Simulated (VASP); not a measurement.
# TiC8: single point with PBE+D3(BJ)

The system is TiC8.

```
Ti C
1.0
     5.00104    0.00000    0.00000
    -2.50052    4.33102    0.00000
     0.00000    0.00000    3.63823
Ti C
1 8
Cartesian
  0.0000 0.0000 1.8191
  0.0000 2.8873 0.0000
  1.2626 0.7290 0.0000
  2.5005 2.8731 0.0000
  3.7385 0.7290 0.0000
  -1.2379 3.6021 0.0000
  0.0000 1.4579 0.0000
  1.2379 3.6021 0.0000
  2.5005 1.4437 0.0000
```

| Quantity | Value |
| --- | --- |
| Program | VASP 6.6.1 |
| Task | single point |
| Functional | PBE |
| Dispersion | D3(BJ) |
| Potentials or basis | VASP PAW PBE potentials, release 64 (Ti_sv, C) |
| Cutoff | 520 eV |
| k mesh | 9 × 9 × 10 |
| Occupations | gaussian, width 0.1 eV |
| Spin | no spin polarisation |
| Dipole correction | no |
| Further INCAR settings | ALGO = Normal; EDIFF = 1e-06; NBANDS = 32 |

```yaml
Pressure: 0.5 GPa
Largest_force: 0.012 eV/Å
Band_gap_on_the_k_mesh: zero (band 22 reaches 8.01 eV, above the bottom of band 23 at 6.37 eV)
Dispersion_energy_per_atom: -0.191 eV
```

Forces on the atoms (eV/Å):
```
Ti   0.000  0.000  0.000
C    0.000  0.000  0.000
C    0.011  0.006  0.000
C    0.000 -0.012  0.000
C   -0.011  0.006  0.000
C    0.011 -0.006  0.000
C    0.000  0.012  0.000
C   -0.011 -0.006  0.000
C    0.000  0.000  0.000
```

Stress tensor (GPa, compression positive):
```
0.66 0.00 0.00
0.00 0.66 0.00
0.00 0.00 0.18
```

Levels at points of the mesh, in eV from the Fermi level:
| k point | band 18 | band 19 | band 20 | band 21 | band 22 | band 23 | band 24 | band 25 | band 26 | band 27 |
| --- | --- | --- | --- | --- | --- | --- | --- | --- | --- | --- |
| (0.00, 0.00, 0.00) | -4.60 | -4.60 | -3.11 | -0.89 | 0.23 | 0.23 | 0.38 | 0.38 | 0.93 | 2.93 |
| (0.00, 0.00, 0.50) | -4.51 | -4.51 | -4.10 | -2.66 | -2.66 | -1.33 | 1.23 | 1.57 | 1.57 | 3.31 |

Wall time 87 s on 1 thread of AMD EPYC 9R45 96-Core Processor (Zen 5) (shared host), peak memory 0.27 GiB.

Caveat: pairwise dispersion overbinds metals, which lowers pressure and volume.
